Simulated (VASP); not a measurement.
Set up this calculation in VASP 6.6.1, as the native input.

- Task: single point
- Functional: PBE
- Potentials or basis: VASP PAW PBE potentials, release 64 (Fe)
- Cutoff: 520 eV
- k mesh: 5 × 5 × 5
- Occupations: gaussian, width 0.1 eV
- Spin: non-collinear spin, typed start, spin-orbit coupling
- Starting moments: [[0.0, 0.0, 2.2]] μB
- Dipole correction: no
- Further INCAR settings: ALGO = Normal; EDIFF = 1e-06; NBANDS = 19

The structure of Fe lies in POSCAR:

```
Fe
1.0
   -1.4405000000      1.4405000000      1.4405000000
    1.4405000000     -1.4405000000      1.4405000000
    1.4405000000      1.4405000000     -1.4405000000
Fe
1
Direct
    0.0000000000      0.0000000000      0.0000000000
```

The input as run:

INCAR

```
PREC = Accurate
ENCUT = 520
EDIFF = 1E-6
ISMEAR = 0
SIGMA = 0.1
LREAL = False
LASPH = True
NELM = 150
ALGO = Normal
ISIF = 2
LWAVE = False
LCHARG = False
MAGMOM = 0 0 2.2
LORBIT = 11
LSORBIT = True
GGA_COMPAT = False
LORBMOM = True
LMAXMIX = 4
GGA = PE
NBANDS = 19
```

KPOINTS

```
regular mesh
0
Gamma
  5 5 5
```

Potentials or basis: VASP PAW PBE potentials, release 64 (Fe).

Run with:

```bash
$ cat potpaw_PBE.64/Fe/POTCAR > POTCAR
$ mpirun -np 1 vasp_ncl > vasp.out
```

It gave:

- Pressure: -10.5 GPa
- Net moment: 2.12 μB per cell
- Valence electrons inside the program's atomic spheres: Fe 7.16

Caveat: the k points lie up to 0.62 Å⁻¹ apart.

Wall time 2.2 min on 1 thread of AMD EPYC 7R13, on a shared host, peak memory 0.13 GiB.
